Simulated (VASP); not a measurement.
Set up this calculation in VASP 6.6.1, as the native input.

```
Task                   : single point
Functional             : LDA
Potentials or basis    : VASP PAW LDA potentials, release 64 (Y_sv)
Cutoff                 : 520 eV
k mesh                 : 13 × 13 × 13
Occupations            : fermi-dirac, width 0.05 eV
Spin                   : no spin polarisation
Dipole correction      : no
Further INCAR settings : ALGO = Normal; EDIFF = 1e-06; NBANDS = 12
```

The structure of Y lies in POSCAR:

```
Y
1.0
    0.0497000000      2.5098500000      2.5098500000
    2.5098500000      0.0497000000      2.5098500000
    2.5098500000      2.5098500000      0.0497000000
Y
1
Direct
    0.0000000000      0.0000000000      0.0000000000
```

This cell differs from its parent crystal: equal xy, yz and zx shear strains of +2 %.

These files were run (other wordings do the same):

INCAR

```
PREC = Accurate
ENCUT = 520
EDIFF = 1E-6
ISMEAR = -1
SIGMA = 0.05
LREAL = F
LASPH = T
NELM = 60
ALGO = Normal
ISIF = 2
LWAVE = F
LCHARG = F
NBANDS = 12
```

KPOINTS

```
regular mesh
0
Gamma
  13 13 13
```

Potentials or basis: VASP PAW LDA potentials, release 64 (Y_sv).

Command:

```console
$ cat potpaw_LDA.64/Y_sv/POTCAR > POTCAR
$ mpirun -np 1 vasp_std > vasp.out
```

It gave:

```yaml
Pressure: -1.9 GPa
Band_gap_on_the_k_mesh: zero (an odd number of electrons rules out a gap without spin polarisation)
```

Caveat: the cell differs from its parent crystal (equal xy, yz and zx shear strains of +2 %).

Run time: 31 s on 1 thread of Intel(R) Xeon(R) 6975P-C (Granite Rapids) (shared host), peak memory 0.23 GiB.
